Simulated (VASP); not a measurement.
# MoS2 (R3m) in VASP: further runs

The runs below take MoS2 through single point, with r2SCAN.

All numbers are computed with VASP 6.6.1; they aren't measurements. Logs are shortened: lines on timing, memory, paths and dates and some standing lists are left out, and cuts for length are marked.

**1. The cell of the first run**

It takes space group R3m (No. 160, trigonal). Conventional cell: a = 3.127 Å, b = 3.127 Å, c = 18.141 Å, α = 90.00°, β = 90.00°, γ = 120.00°. Within 3.1 Å of Mo (site symmetry 3m) lie 6 S at 2.35 to 2.36 Å. S (site symmetry 3m) has 3 Mo at 2.35 Å and 1 S at 3.03 Å within 3.1 Å. Within 3.1 Å of S (site symmetry 3m) lie 3 Mo at 2.36 Å and 1 S at 3.03 Å.

**2. Single point, r2SCAN**

The input, POSCAR:

```
MoS2
1.0
    1.5637162700      0.9028086200      6.0470293900
   -1.5637162700      0.9028086200      6.0470293900
    0.0000000000     -1.8056271400      6.0470293900
Mo S
1 2
Direct
    0.0000000000      0.0000000000      0.0000000000
    0.2500000000      0.2500000000      0.2500000000
    0.4170000000      0.4170000000      0.4170000000
```

The input, INCAR.step1:

```
SYSTEM = MoS2
PREC = Accurate ; ENCUT = 520
ISMEAR = 1 ; SIGMA = 0.0294
LREAL = .False. ; LASPH = .True.
NELM = 100 ; NBANDS = 20
GGA = PE ; ALGO = Normal
EDIFF = 1E-4 ; LWAVE = .True.
LCHARG = .False.
```

The input, INCAR.step2:

```
SYSTEM = MoS2
PREC = Accurate ; ENCUT = 520
EDIFF = 1E-7 ; ISMEAR = 1
SIGMA = 0.0294 ; LREAL = .False.
LASPH = .True. ; NELM = 100
ALGO = Normal ; ISIF = 2
LWAVE = .False. ; LCHARG = .False.
METAGGA = R2SCAN ; LMIXTAU = .True.
NBANDS = 20 ; ISTART = 1
```

The input, KPOINTS:

```
regular mesh
0
Gamma
  9 9 9
  0 0 0
```

Potentials or basis: VASP PAW PBE potentials, release 64 (Mo_sv, S).

Launch:

```sh
> cat potpaw_PBE.64/Mo_sv/POTCAR potpaw_PBE.64/S/POTCAR > POTCAR
> cp INCAR.step1 INCAR
> mpirun -np 1 vasp_std > vasp.out
> cp INCAR.step2 INCAR
> mpirun -np 1 vasp_std > vasp.out
```

OUTCAR:

```text
SYSTEM = MoS2
   PREC = Accurate
   ENCUT = 520
   EDIFF = 1E-7
   ISMEAR = 1
   LREAL = .False.
   LASPH = .True.
   NELM = 100
   ISIF = 2
   METAGGA = R2SCAN
   ISTART = 1

 ion  position               nearest neighbor table
   1  0.000  0.000  0.000-   2 2.35   2 2.35   2 2.35   3 2.36   3 2.36   3 2.36
   2  0.250  0.250  0.250-   1 2.35   1 2.35   1 2.35
   3  0.417  0.417  0.417-   1 2.36   1 2.36   1 2.36

  LATTYP: Found a trigonal (rhomboedric) cell.
 ALAT       =     6.3108506892
 COS(alpha) =     0.8772079938

  Lattice vectors:

 A1 = (   1.5637162700,   0.9028086200,   6.0470293900)
 A2 = (  -1.5637162700,   0.9028086200,   6.0470293900)
 A3 = (   0.0000000000,  -1.8056271400,   6.0470293900)

Analysis of symmetry for initial positions (statically):
=====================================================================
 Subroutine PRICEL returns:
 Original cell was already a primitive cell.

 Routine SETGRP: Setting up the symmetry group for a
 trigonal (rhombohedral) supercell.

 Subroutine GETGRP returns: Found  6 space group operations
 (whereof  6 operations were pure point group operations)
 out of a pool of 12 trial point group operations.

The static configuration has the point symmetry C_3v.

Analysis of symmetry for dynamics (positions and initial velocities):
=====================================================================
 Subroutine PRICEL returns:
 Original cell was already a primitive cell.

 Routine SETGRP: Setting up the symmetry group for a
 trigonal (rhombohedral) supercell.

 Subroutine GETGRP returns: Found  6 space group operations
 (whereof  6 operations were pure point group operations)
 out of a pool of 12 trial point group operations.

The dynamic configuration has the point symmetry C_3v.

 Subroutine INISYM returns: Found  6 space group operations
 (whereof  6 operations are pure point group operations),
 and found     1 'primitive' translations

----------------------------------------------------------------------------------------

                                     Primitive cell

  volume of cell :      51.2211

  direct lattice vectors                    reciprocal lattice vectors
     1.563716270  0.902808620  6.047029390     0.319751102  0.184608403  0.055123586
    -1.563716270  0.902808620  6.047029390    -0.319751102  0.184608403  0.055123586
     0.000000000 -1.805627140  6.047029390     0.000000000 -0.369216806  0.055123283

  length of vectors
     6.310850689  6.310850689  6.310852067     0.373309040  0.373309040  0.373309022

  position of ions in fractional coordinates (direct lattice)
     0.000000000  0.000000000  0.000000000
     0.250000000  0.250000000  0.250000000
     0.417000000  0.417000000  0.417000000

  ion indices of the primitive-cell ions
   primitive index   ion index
                 1           1
                 2           2
                 3           3

----------------------------------------------------------------------------------------

 KPOINTS: regular mesh

Automatic generation of k-mesh.
 Grid dimensions read from file:
 generate k-points for:    9    9    9

 Generating k-lattice:

  Cartesian coordinates                     Fractional coordinates (reciprocal lattice)
     0.035527900  0.020512045  0.006124843     0.111111111  0.000000000 -0.000000000
    -0.035527900  0.020512045  0.006124843     0.000000000  0.111111111 -0.000000000
     0.000000000 -0.041024090  0.006124809     0.000000000  0.000000000  0.111111111

  Length of vectors
     0.041478782  0.041478782  0.041478780

  Shift w.r.t. Gamma in fractional coordinates (k-lattice)
     0.000000000  0.000000000  0.000000000

 Subroutine IBZKPT returns following result:
 ===========================================

 Found     85 irreducible k-points:

 Following reciprocal coordinates:
            Coordinates               Weight
  0.000000  0.000000  0.000000      1.000000
  0.111111 -0.000000  0.000000      6.000000
  0.222222 -0.000000  0.000000      6.000000
  0.333333  0.000000 -0.000000      6.000000
  0.444444 -0.000000  0.000000      6.000000
  0.111111  0.111111  0.000000      6.000000
[... 16 lines left out ...]
 -0.333333  0.333333  0.000000      6.000000
  0.444444  0.444444  0.000000      6.000000
 [... further k-points ...]
   k-points           NKPTS =     85   k-points in BZ     NKDIM =     85   number of bands    NBANDS=     20
   number of dos      NEDOS =    301   number of ions     NIONS =      3
   total plane-waves  NPLWV = 110592
   dimension x,y,z NGX =    48 NGY =   48 NGZ =   48
   dimension x,y,z NGXF=    96 NGYF=   96 NGZF=   96
   ions per type =               1   2
   NGX,Y,Z   is equivalent  to a cutoff of  12.64, 12.64, 12.64 a.u.
   NGXF,Y,Z  is equivalent  to a cutoff of  25.29, 25.29, 25.29 a.u.
 SYSTEM =  MoS2
   PREC   = accura    normal or accurate (medium, high low for compatibility)
   ISTART =      1    job   : 0-new  1-cont  2-samecut
   ICHARG =      0    charge: 1-file 2-atom 10-const
   ISPIN  =      1    spin polarized calculation?
   LNONCOLLINEAR =      F non collinear calculations
   LSORBIT =      F    spin-orbit coupling
   LASPH  =      T    aspherical Exc in radial PAW
   ENCUT  =  520.0 eV  38.22 Ry    6.18 a.u.  11.73 11.73 11.73*2*pi/ulx,y,z
   NELM   =    100;   NELMIN=  2; NELMDL=  0     # of ELM steps
   EDIFF  = 0.1E-06   stopping-criterion for ELM
   LREAL  =      F    real-space projection
   EDIFFG = 0.1E-05   stopping-criterion for IOM
   NSW    =      0    number of steps for IOM
   IBRION =     -1    ionic relax: 0-MD 1-quasi-New 2-CG
   NFREE  =      0    steps in history (QN), initial steepest desc. (CG)
   ISIF   =      2    stress and relaxation
   ISYM   =      2    0-nonsym 1-usesym 2-fastsym
   POTIM  = 0.5000    time-step for ionic-motion
   TEBEG  =    0.0;   TEEND  =   0.0 temperature during run
   PSTRESS=    0.0 pullay stress
   NELECT =      26.0000    total number of electrons
   NUPDOWN=      -1.0000    fix difference up-down
   EMIN   =  10.00;   EMAX   =-10.00  energy-range for DOS
   EFERMI =   0.00;   METHOD = LEGACY
   ISMEAR =     1;   SIGMA  =   0.03  broadening in eV -4-tet -1-fermi 0-gaus
   EFERMI_NEDOS =   21; number of points for ismear=-14 and -15
   IALGO  =     38    algorithm
   IMIX   =      4    mixing-type and parameters
     AMIX     =   0.40;   BMIX     =  1.00
     AMIX_MAG =   1.60;   BMIX_MAG =  1.00
  volume/ion in A,a.u.               =      17.07       115.22
  Fermi-wavevector in a.u.,A,eV,Ry     =   1.305920  2.467830 23.203728  1.705426
  Thomas-Fermi vector in A             =   2.436756
   LORBIT       =      0    0 simple, 1 ext, 2 COOP (PROOUT), +10 PAW based schemes
   METAGGA = R2SCAN    functional components
   LHFCALC =     F    Hartree Fock is set to
   AEXX    =    0.0000 exact exchange contribution
   IVDW    =     0    specifies the selected vdW correction
   LEPSILON=     F    determine dielectric tensor
   LRPA    =     F    only Hartree local field effects (RPA)
 non-spin polarized calculation
 Methfessel and Paxton  Order N= 1 SIGMA  =   0.03
  energy-cutoff  :      520.00
  volume of cell :       51.22
 maximum number of plane-waves:      1395
   NGX = 23   NGY = 23   NGZ = 23

 number of electron      26.0000001 magnetization

 Free energy of the ion-electron system (eV)
  ---------------------------------------------------
  ext. energy  EPLUGINS =         0.00000000
  ---------------------------------------------------
  free energy    TOTEN  =       -44.91569312 eV

  energy without entropy =      -44.91569312  energy(sigma->0) =      -44.91569312

 E-fermi :   8.2842     XC(G=0): -11.7222

 val. band max:        8.1366231894   @ k =   0.4444   0.4444   0.4444
 cond. band min:       9.0728853103   @ k =  -0.2222   0.4444   0.1111
 fundamental gap:      0.9362621210
 Fermi energy:         8.2842162991

 k-point     1 :       0.0000    0.0000    0.0000
  band No.  band energies     occupation
      1     -55.4650      2.00000
      2     -28.9436      2.00000
      3     -28.6664      2.00000
      4     -28.6664      2.00000
      5      -8.0464      2.00000
      6      -6.0798      2.00000
[... 12 lines left out ...]
     19      16.9872      0.00000
     20      17.3556      0.00000

 k-point     2 :       0.1111   -0.0000    0.0000
  band No.  band energies     occupation
      1     -55.4588      2.00000
      2     -28.9313      2.00000
      3     -28.7262      2.00000
      4     -28.6798      2.00000
      5      -7.8362      2.00000
      6      -6.0268      2.00000
[... 12 lines left out ...]
     19      17.3314      0.00000
     20      17.7274      0.00000

 k-point     3 :       0.2222   -0.0000    0.0000
  band No.  band energies     occupation
      1     -55.4428      2.00000
      2     -28.9000      2.00000
      3     -28.8751      2.00000
      4     -28.7134      2.00000
      5      -7.2638      2.00000
      6      -5.8826      2.00000
[... 12 lines left out ...]
     19      17.1267      0.00000
     20      17.8775      0.00000

 k-point     4 :       0.3333    0.0000   -0.0000
  band No.  band energies     occupation
      1     -55.4247      2.00000
      2     -29.0406      2.00000
      3     -28.8641      2.00000
      4     -28.7513      2.00000
      5      -6.5126      2.00000
      6      -5.6983      2.00000
[... 12 lines left out ...]
     19      16.1127      0.00000
     20      16.5197      0.00000

 k-point     5 :       0.4444   -0.0000    0.0000
  band No.  band energies     occupation
      1     -55.4128      2.00000
      2     -29.1465      2.00000
      3     -28.8406      2.00000
      4     -28.7759      2.00000
      5      -5.9254      2.00000
      6      -5.5678      2.00000
[... 12 lines left out ...]
     19      15.4055      0.00000
     20      16.2421      0.00000

 k-point     6 :       0.1111    0.1111    0.0000
  band No.  band energies     occupation
      1     -55.4588      2.00000
      2     -28.9313      2.00000
      3     -28.7262      2.00000
      4     -28.6798      2.00000
      5      -7.8276      2.00000
      6      -6.0433      2.00000
[... 12 lines left out ...]
     19      17.3701      0.00000
     20      17.7514      0.00000

 k-point     7 :       0.2222    0.1111    0.0000
  band No.  band energies     occupation
      1     -55.4477      2.00000
      2     -28.9094      2.00000
      3     -28.8252      2.00000
      4     -28.7085      2.00000
      5      -7.4278      2.00000
      6      -5.9551      2.00000
[... 12 lines left out ...]
     19      17.3559      0.00000
     20      17.7928      0.00000
[... 277 lines left out ...]
 k-point    20 :       0.3333    0.3333    0.0000
  band No.  band energies     occupation
      1     -55.4247      2.00000
      2     -29.0406      2.00000
      3     -28.8642      2.00000
      4     -28.7513      2.00000
      5      -6.4516      2.00000
      6      -5.7815      2.00000
[... 12 lines left out ...]
     19      16.2849      0.00000
     20      17.1532      0.00000

 k-point    21 :       0.4444    0.3333    0.0000
  band No.  band energies     occupation
      1     -55.4156      2.00000
      2     -29.0943      2.00000
      3     -28.8462      2.00000
      4     -28.7992      2.00000
      5      -6.0156      2.00000
      6      -5.6684      2.00000
[... 12 lines left out ...]
     19      16.1375      0.00000
     20      17.3240      0.00000

 k-point    22 :      -0.4444    0.3333   -0.0000
  band No.  band energies     occupation
      1     -55.4075      2.00000
      2     -29.0884      2.00000
      3     -28.8959      2.00000
      4     -28.8304      2.00000
      5      -5.6206      2.00000
      6      -5.5197      2.00000
[... 12 lines left out ...]
     19      16.1448      0.00000
     20      17.1946      0.00000

 k-point    23 :      -0.3333    0.3333    0.0000
  band No.  band energies     occupation
      1     -55.4044      2.00000
      2     -29.0424      2.00000
      3     -28.9781      2.00000
      4     -28.8242      2.00000
      5      -5.4727      2.00000
      6      -5.4350      2.00000
[... 12 lines left out ...]
     19      16.1689      0.00000
     20      17.7272      0.00000

 k-point    24 :       0.4444    0.4444    0.0000
  band No.  band energies     occupation
      1     -55.4128      2.00000
      2     -29.1465      2.00000
      3     -28.8407      2.00000
      4     -28.7759      2.00000
      5      -5.8394      2.00000
      6      -5.6707      2.00000
[... 12 lines left out ...]
     19      15.6450      0.00000
     20      16.8619      0.00000

 [... further k-points ...]

------------------------ aborting loop because EDIFF is reached ----------------------------------------

  FORCE on cell =-STRESS in cart. coord.  units (eV):
  Direction    XX          YY          ZZ          XY          YZ          ZX
  --------------------------------------------------------------------------------------
  -------------------------------------------------------------------------------------
  Total        3.2776556      3.2776549      4.1409713      0.0000000     -0.0000023      0.0000000
  in kB      102.5239496    102.5239293    129.5281727      0.0000000     -0.0000707      0.0000000
  external PRESSURE =     111.5253505 kB  Pullay stress =       0.0000000 kB

 VOLUME and BASIS-vectors are now :
 -----------------------------------------------------------------------------
  energy-cutoff  :      520.00
  volume of cell :       51.22
      direct lattice vectors                 reciprocal lattice vectors
     1.563716270  0.902808620  6.047029390     0.319751102  0.184608403  0.055123586
    -1.563716270  0.902808620  6.047029390    -0.319751102  0.184608403  0.055123586
     0.000000000 -1.805627140  6.047029390     0.000000000 -0.369216806  0.055123283

 POSITION                                       TOTAL-FORCE (eV/Angst)
 -----------------------------------------------------------------------------------
      0.00000      0.00000      0.00000         0.000000     -0.000000      0.094220
      0.00000     -0.00000      4.53527         0.000000      0.000001     -1.146637
      0.00000     -0.00000      7.56483         0.000000     -0.000001      1.052418
 -----------------------------------------------------------------------------------
    total drift:                                0.000000     -0.000003     -0.000039

  FREE ENERGIE OF THE ION-ELECTRON SYSTEM (eV)
  ---------------------------------------------------
  free  energy   TOTEN  =       -44.9156931197 eV

  energy  without entropy=      -44.9156931197  energy(sigma->0) =      -44.91569312
```

Run time: 7.1 min. Hardware: 1 thread of Intel Xeon Platinum 8481C at 2.70GHz (Sapphire Rapids), shared host; peak memory 0.4 GiB.

Results:

- Free energy: -44.9157 eV
- Pressure: 11.2 GPa
- Largest force: 1.147 eV/Å
- Band gap on the k mesh: 0.94 eV, indirect (least direct gap 1.88 eV)

Forces in eV/Å, atoms in the order of the input:
```
Mo   0.000  0.000  0.094
S    0.000  0.000 -1.147
S    0.000  0.000  1.052
```

Levels at points of the mesh, in eV from the valence-band top:
```
           k point  band 11  band 12  band 13  band 14  band 15  band 16
(0.00, 0.00, 0.00)    -2.70    -1.41    -1.32     2.15     2.15     2.66
```

Caveat: the PAW data sets were made with another functional, which shifts forces and pressure a little.

**3. Single point, r2SCAN**

This run uses another cell than the first one, of 19.02 Å³/atom, 1.114 times its volume.

The input, POSCAR:

```
MoS2
1.0
    1.5925581184      0.9194620859      6.4958589754
   -1.5925581184      0.9194620859      6.4958589754
    0.0000000000     -1.8389294892      6.4958582228
Mo S
1 2
Direct
    0.0001064497      0.0001064497      0.0001064497
    0.2537938407      0.2537938407      0.2537938407
    0.4130997095      0.4130997095      0.4130997095
```

The input, INCAR.step1:

```
PREC = Accurate
ENCUT = 520
ISMEAR = 1
SIGMA = 0.0294
LREAL = False
LASPH = True
NELM = 100
NBANDS = 20
GGA = PE
ALGO = Normal
EDIFF = 1E-4
LWAVE = True
LCHARG = False
```

The input, INCAR.step2:

```
PREC = Accurate
ENCUT = 520
EDIFF = 1E-6
ISMEAR = 1
SIGMA = 0.0294
LREAL = False
LASPH = True
NELM = 100
ALGO = Normal
ISIF = 2
LWAVE = False
LCHARG = False
METAGGA = R2SCAN
LMIXTAU = True
NBANDS = 20
ISTART = 1
```

The input, KPOINTS:

```
Automatic mesh
0
Gamma
  8 8 8
```

Potentials or basis: VASP PAW PBE potentials, release 64 (Mo_sv, S).

Launch:

```sh
> cat potpaw_PBE.64/Mo_sv/POTCAR potpaw_PBE.64/S/POTCAR > POTCAR
> cp INCAR.step1 INCAR
> mpirun -np 1 vasp_std > vasp.out
> cp INCAR.step2 INCAR
> mpirun -np 1 vasp_std > vasp.out
```

Wall time 7.1 min (1 thread of Intel Xeon 6975P-C (Granite Rapids), shared host); peak memory 0.41 GiB.

Results (log left out):

| Property | Result |
| --- | --- |
| Free energy | -45.0406 eV |
| Pressure | 0.0 GPa |
| Largest force | 0.004 eV/Å |
| Band gap on the k mesh | 1.35 eV, indirect (least direct gap 2.08 eV) |

Forces on the atoms (eV/Å):
```
Mo   0.000  0.000  0.000
S    0.000  0.000 -0.004
S    0.000  0.000  0.004
```

Levels at points of the mesh, in eV from the valence-band top:
```
           k point  band 10  band 11  band 12  band 13  band 14  band 15  band 16  band 17
(0.00, 0.00, 0.00)    -2.24    -2.24    -1.55    -0.90     2.34     2.34     2.65     2.65
(0.50, 0.00, 0.00)    -3.97    -2.38    -1.65    -1.29     1.81     2.28     3.80     3.88
(0.50, 0.50, 0.00)    -3.93    -2.76    -1.74    -1.16     1.79     2.36     3.45     4.12
(0.50, 0.50, 0.50)    -3.17    -2.22    -2.22     0.00     2.38     2.38     2.59     2.59
```

Caveat: the PAW data sets were made with another functional, which shifts forces and pressure a little. A k mesh can miss the band edges.
